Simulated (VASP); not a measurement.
Set up this calculation in VASP 6.6.1, as the native input.

```
Task                   : single point
Functional             : PBE
Potentials or basis    : VASP PAW PBE potentials, release 64 (Tl_d, Br)
Cutoff                 : 500 eV
k mesh                 : 12 × 12 × 12
Occupations            : fermi-dirac, width 0.08 eV
Spin                   : no spin polarisation
Dipole correction      : no
Further INCAR settings : ALGO = Normal; EDIFF = 1e-06; NBANDS = 17
```

The structure of TlBr (CsCl type) lies in POSCAR:

```
TlBr
1.0
    3.9120013993      0.0000000000      0.0000000000
    0.0000000000      3.9120013993      0.0000000000
    0.0000000000      0.0000000000      3.9120013993
Tl Br
1 1
Direct
    0.0000000000      0.0000000000      0.0000000000
    0.5000000000      0.5000000000      0.5000000000
```

This cell differs from its parent crystal: volume scaled by 0.9.

These files were run (other wordings do the same):

INCAR

```
SYSTEM = TlBr
  ALGO = Normal
  EDIFF = 1E-6
  ENCUT = 500
  GGA = PE
  GGA_COMPAT = .FALSE.
  ISIF = 2
  ISMEAR = -1
  LASPH = .TRUE.
  LCHARG = .FALSE.
  LREAL = .FALSE.
  LWAVE = .FALSE.
  NBANDS = 17
  NELM = 120
  PREC = Accurate
  SIGMA = 0.08
```

KPOINTS

```
k-points
0
G
  12 12 12
  0 0 0
```

Potentials or basis: VASP PAW PBE potentials, release 64 (Tl_d, Br).

Launch:

```sh
$ cat potpaw_PBE.64/Tl_d/POTCAR potpaw_PBE.64/Br/POTCAR > POTCAR
$ mpirun -np 1 vasp_std > vasp.out
```

Results of the run:

```json
{
  "Pressure": "2.7 GPa",
  "Band gap on the k mesh": "1.72 eV, direct"
}
```

Caveat: spin-orbit coupling is left out, which moves the levels of the heavy elements.

Wall time 24 s on 1 thread of Intel(R) Xeon(R) 6975P-C (Granite Rapids) (shared host), peak memory 0.22 GiB.
